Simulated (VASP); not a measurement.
# CaO (Fm-3m) in VASP: settings compared, part 2 of 2

VASP 6.6.1. The steps go on from the part before.

### Step 3. Density of states, PBE

POSCAR reads:

```
CaO
1.0
    0.0000000000      2.4035556960      2.4035556960
    2.4035556960      0.0000000000      2.4035556960
    2.4035556960      2.4035556960      0.0000000000
Ca O
1 1
Direct
    0.0000000000      0.0000000000      0.0000000000
    0.5000000000      0.5000000000      0.5000000000
```

INCAR.step1 reads:

```
SYSTEM = CaO
PREC = Accurate
ENCUT = 520
EDIFF = 1E-6
ISMEAR = -1
SIGMA = 0.05
LREAL = .FALSE.
LASPH = .TRUE.
NELM = 80
ALGO = Normal
ISIF = 2
LWAVE = .FALSE.
LCHARG = .TRUE.
GGA = PE
NBANDS = 15
```

KPOINTS.step1 reads:

```
Automatic mesh
0
G
  6 6 6
  0 0 0
```

INCAR.step2 reads:

```
SYSTEM = CaO
PREC = Accurate
ENCUT = 520
EDIFF = 1E-6
ISMEAR = -5
SIGMA = 0.05
LREAL = .FALSE.
LASPH = .TRUE.
NELM = 80
ALGO = Normal
ISIF = 2
LWAVE = .FALSE.
LCHARG = .FALSE.
GGA = PE
LORBIT = 11
NBANDS = 15
NEDOS = 1001
ICHARG = 11
```

KPOINTS.step2 reads:

```
Automatic mesh
0
G
  9 9 9
  0 0 0
```

Potentials or basis: VASP PAW PBE potentials, release 64 (Ca_sv, O).

On the command line:

```
> cat potpaw_PBE.64/Ca_sv/POTCAR potpaw_PBE.64/O/POTCAR > POTCAR
> cp INCAR.step1 INCAR
> cp KPOINTS.step1 KPOINTS
> mpirun -np 1 vasp_std > vasp.out
> cp INCAR.step2 INCAR
> cp KPOINTS.step2 KPOINTS
> mpirun -np 1 vasp_std > vasp.out
```

OUTCAR:

```text
SYSTEM = CaO
   PREC = Accurate
   ENCUT = 520
   EDIFF = 1E-6
   ISMEAR = -5
   LREAL = .FALSE.
   LASPH = .TRUE.
   NELM = 80
   ISIF = 2
   GGA = PE
   LORBIT = 11
   ICHARG = 11

 ion  position               nearest neighbor table
   1  0.000  0.000  0.000-   2 2.40   2 2.40   2 2.40   2 2.40   2 2.40   2 2.40
   2  0.500  0.500  0.500-   1 2.40   1 2.40   1 2.40   1 2.40   1 2.40   1 2.40

  LATTYP: Found a face centered cubic cell.
 ALAT       =     4.8071113920

  Lattice vectors:

 A1 = (   0.0000000000,   2.4035556960,   2.4035556960)
 A2 = (   2.4035556960,   0.0000000000,   2.4035556960)
 A3 = (   2.4035556960,   2.4035556960,   0.0000000000)

Analysis of symmetry for initial positions (statically):
=====================================================================
 Subroutine PRICEL returns:
 Original cell was already a primitive cell.

 Routine SETGRP: Setting up the symmetry group for a
 face centered cubic supercell.

 Subroutine GETGRP returns: Found 48 space group operations
 (whereof 48 operations were pure point group operations)
 out of a pool of 48 trial point group operations.

The static configuration has the point symmetry O_h .

Analysis of symmetry for dynamics (positions and initial velocities):
=====================================================================
 Subroutine PRICEL returns:
 Original cell was already a primitive cell.

 Routine SETGRP: Setting up the symmetry group for a
 face centered cubic supercell.

 Subroutine GETGRP returns: Found 48 space group operations
 (whereof 48 operations were pure point group operations)
 out of a pool of 48 trial point group operations.

The dynamic configuration has the point symmetry O_h .

 Subroutine INISYM returns: Found 48 space group operations
 (whereof 48 operations are pure point group operations),
 and found     1 'primitive' translations

----------------------------------------------------------------------------------------

                                     Primitive cell

[... 134 lines left out ...]
  ext. energy  EPLUGINS =         0.00000000
  ---------------------------------------------------
  free energy    TOTEN  =       -12.80131566 eV

  energy without entropy =      -12.80131566  energy(sigma->0) =      -12.80131566

 E-fermi :   2.3575     XC(G=0): -10.4733

 val. band max:        2.3473365174   @ k =   0.0000   0.0000   0.0000
 cond. band min:       6.0396264067   @ k =   0.4444   0.4444   0.0000
 fundamental gap:      3.6922898893
 Fermi energy:         2.3574827050

 k-point     1 :       0.0000    0.0000    0.0000
  band No.  band energies     occupation
      1     -35.2913      2.00000
      2     -16.0555      2.00000
      3     -16.0555      2.00000
      4     -16.0555      2.00000
      5     -13.1840      2.00000
      6       2.3473      2.00000
      7       2.3473      2.00000
      8       2.3473      2.00000
      9       7.0567      0.00000
     10       8.5718      0.00000
     11       8.5718      0.00000
     12       8.5718      0.00000
     13      10.0743      0.00000
     14      10.0743      0.00000
[... 401 lines left out ...]
      2     -16.6619      2.00000
      3     -16.2761      2.00000
      4     -16.2761      2.00000
      5     -12.9066      2.00000
      6       0.9760      2.00000
      7       1.9727      2.00000
      8       1.9727      2.00000
      9       6.0396      0.00000
     10      10.3223      0.00000
     11      11.1973      0.00000
     12      11.8069      0.00000
     13      11.8069      0.00000
     14      13.4247      0.00000
     15      16.1892      0.00000

 [... further k-points ...]

------------------------ aborting loop because EDIFF is reached ----------------------------------------

  FORCE on cell =-STRESS in cart. coord.  units (eV):
  Direction    XX          YY          ZZ          XY          YZ          ZX
  --------------------------------------------------------------------------------------
  -------------------------------------------------------------------------------------
  Total        0.3784194      0.3784194      0.3784194     -0.0000000      0.0000000      0.0000000
  in kB       21.8318965     21.8318965     21.8318965     -0.0000000      0.0000000      0.0000000
  external PRESSURE =      21.8318965 kB  Pullay stress =       0.0000000 kB

 VOLUME and BASIS-vectors are now :
 -----------------------------------------------------------------------------
  energy-cutoff  :      520.00
  volume of cell :       27.77
      direct lattice vectors                 reciprocal lattice vectors
     0.000000000  2.403555696  2.403555696    -0.208025136  0.208025136  0.208025136
     2.403555696  0.000000000  2.403555696     0.208025136 -0.208025136  0.208025136
     2.403555696  2.403555696  0.000000000     0.208025136  0.208025136 -0.208025136

 POSITION                                       TOTAL-FORCE (eV/Angst)
 -----------------------------------------------------------------------------------
      0.00000      0.00000      0.00000        -0.000000     -0.000000     -0.000000
      2.40356      2.40356      2.40356         0.000000      0.000000      0.000000
 -----------------------------------------------------------------------------------
    total drift:                                0.000000      0.000000      0.000000

  FREE ENERGIE OF THE ION-ELECTRON SYSTEM (eV)
  ---------------------------------------------------
  free  energy   TOTEN  =       -12.8013156573 eV

  energy  without entropy=      -12.8013156573  energy(sigma->0) =      -12.80131566

 total charge

# of ion       s       p       d       tot
------------------------------------------
    1        2.041   5.881   0.301   8.223
    2        1.550   3.452   0.000   5.002
--------------------------------------------------
tot          3.591   9.334   0.301  13.225
```

OUTCAR.step1:

```text
SYSTEM = CaO
   PREC = Accurate
   ENCUT = 520
   EDIFF = 1E-6
   ISMEAR = -1
   LREAL = .FALSE.
[... 499 lines left out ...]
      0.00000      0.00000      0.00000         0.000000      0.000000      0.000000
      2.40356      2.40356      2.40356        -0.000000     -0.000000     -0.000000
 -----------------------------------------------------------------------------------
    total drift:                                0.000000      0.000000      0.000000

  FREE ENERGIE OF THE ION-ELECTRON SYSTEM (eV)
  ---------------------------------------------------
  free  energy   TOTEN  =       -12.8012431538 eV

  energy  without entropy=      -12.8012431538  energy(sigma->0) =      -12.80124315
```

Wall time 14 s (1 thread of Intel Xeon Platinum 8375C at 2.90GHz (Ice Lake), shared host); peak memory 0.15 GiB.

Results:

* Valence electrons inside the program's atomic spheres: Ca 8.22; O 5.00

### Step 4. Density of states, RPBE

POSCAR is that of step 3.

INCAR.step1 reads:

```
PREC = Accurate
ENCUT = 520
EDIFF = 1E-7
ISMEAR = -1
SIGMA = 0.05
LREAL = False
LASPH = True
NELM = 100
ALGO = Normal
ISIF = 2
LWAVE = False
LCHARG = True
GGA = RP
NBANDS = 15
```

KPOINTS.step1 reads:

```
regular mesh
0
Gamma
  6 6 6
```

INCAR.step2 reads:

```
PREC = Accurate
ENCUT = 520
EDIFF = 1E-7
ISMEAR = -5
SIGMA = 0.05
LREAL = False
LASPH = True
NELM = 100
ALGO = Normal
ISIF = 2
LWAVE = False
LCHARG = False
GGA = RP
LORBIT = 10
NEDOS = 1001
ICHARG = 11
```

KPOINTS.step2 reads:

```
regular mesh
0
Gamma
  9 9 9
```

On the command line:

```
> cat potpaw_PBE.64/Ca_sv/POTCAR potpaw_PBE.64/O/POTCAR > POTCAR
> cp INCAR.step1 INCAR
> cp KPOINTS.step1 KPOINTS
> mpirun -np 1 vasp_std > vasp.out
> cp INCAR.step2 INCAR
> cp KPOINTS.step2 KPOINTS
> mpirun -np 1 vasp_std > vasp.out
```

It took 15 s on 1 thread of Intel Xeon Platinum 8375C at 2.90GHz (Ice Lake), shared host; peak memory 0.15 GiB.

Results (log left out):

```
Valence electrons inside the program's atomic spheres : Ca 8.22; O 5.02
```

Levels at points of the mesh, in eV from the valence-band top:
```csv
k point,band 6,band 7,band 8,band 9,band 10,band 11
"(0.00, 0.00, 0.00)",0.00,0.00,0.00,4.86,6.29,6.29
```

Caveat: the PAW data sets were made with another functional, which shifts forces and pressure a little.

### Step 5. Density of states, revPBE

POSCAR is that of step 4.

INCAR.step1, as its differences from that of step 4:

```diff
@@ -12,3 +12,3 @@
 LCHARG = True
-GGA = RP
+GGA = RE
 NBANDS = 15
```

KPOINTS.step1 is that of step 4.

INCAR.step2, as its differences from that of step 4:

```diff
@@ -12,4 +12,5 @@
 LCHARG = False
-GGA = RP
-LORBIT = 10
+GGA = RE
+LORBIT = 11
+NBANDS = 15
 NEDOS = 1001
```

KPOINTS.step2 is that of step 4.

On the command line:

```
> cat potpaw_PBE.64/Ca_sv/POTCAR potpaw_PBE.64/O/POTCAR > POTCAR
> cp INCAR.step1 INCAR
> cp KPOINTS.step1 KPOINTS
> mpirun -np 1 vasp_std > vasp.out
> cp INCAR.step2 INCAR
> cp KPOINTS.step2 KPOINTS
> mpirun -np 1 vasp_std > vasp.out
```

It took 15 s on 1 thread of Intel Xeon Platinum 8375C at 2.90GHz (Ice Lake), shared host; peak memory 0.16 GiB.

It converged, with:

```
Valence electrons inside the program's atomic spheres : Ca 8.22; O 5.01
```

Levels at points of the mesh, in eV from the valence-band top:
```tsv
k point	band 6	band 7	band 8	band 9	band 10	band 11
(0.00, 0.00, 0.00)	0.00	0.00	0.00	4.82	6.27	6.27
```

Caveat: the PAW data sets were made with another functional, which shifts forces and pressure a little.
